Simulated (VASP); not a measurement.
A run of VASP 6.6.1 is set up as follows.

Contents of POSCAR:

```
SiC
1.0
    0.0000000000      1.8770643856      1.8770643856
    1.8770643856      0.0000000000      1.8770643856
    1.8770643856      1.8770643856      0.0000000000
Si C
1 1
Direct
    0.0000000000      0.0000000000      0.0000000000
    0.2500000000      0.2500000000      0.2500000000
```

Contents of INCAR.step1:

```
SYSTEM = SiC
PREC = Accurate
ENCUT = 520
ISMEAR = 0
SIGMA = 0.05
LREAL = .False.
LASPH = .True.
NELM = 60
NBANDS = 11
GGA = PE
ALGO = Normal
EDIFF = 1E-4
LWAVE = .True.
LCHARG = .False.
```

The input INCAR.step2:

```
SYSTEM = SiC
PREC = Accurate
ENCUT = 520
EDIFF = 1E-6
ISMEAR = 0
SIGMA = 0.05
LREAL = .False.
LASPH = .True.
NELM = 60
ALGO = Normal
ISIF = 2
LWAVE = .False.
LCHARG = .True.
METAGGA = R2SCAN
LMIXTAU = .True.
LELF = .True.
LVHAR = .True.
NBANDS = 11
ISTART = 1
```

Contents of KPOINTS:

```
regular mesh
0
Gamma
  10 10 10
  0 0 0
```

Potentials or basis: VASP PAW PBE potentials, release 64 (Si, C).

Run with:

```console
$ cat potpaw_PBE.64/Si/POTCAR potpaw_PBE.64/C/POTCAR > POTCAR
$ cp INCAR.step1 INCAR
$ mpirun -np 1 vasp_std > vasp.out
$ cp INCAR.step2 INCAR
$ mpirun -np 1 vasp_std > vasp.out
```

(1) Estimate the pressure.

(2) What does it give for the band gap on the k mesh?

## Answers

(1) 230.9 GPa.

(2) 1.30 eV, indirect (least direct gap 5.45 eV).

Caveat: the PAW data sets were made with another functional, which shifts forces and pressure a little.
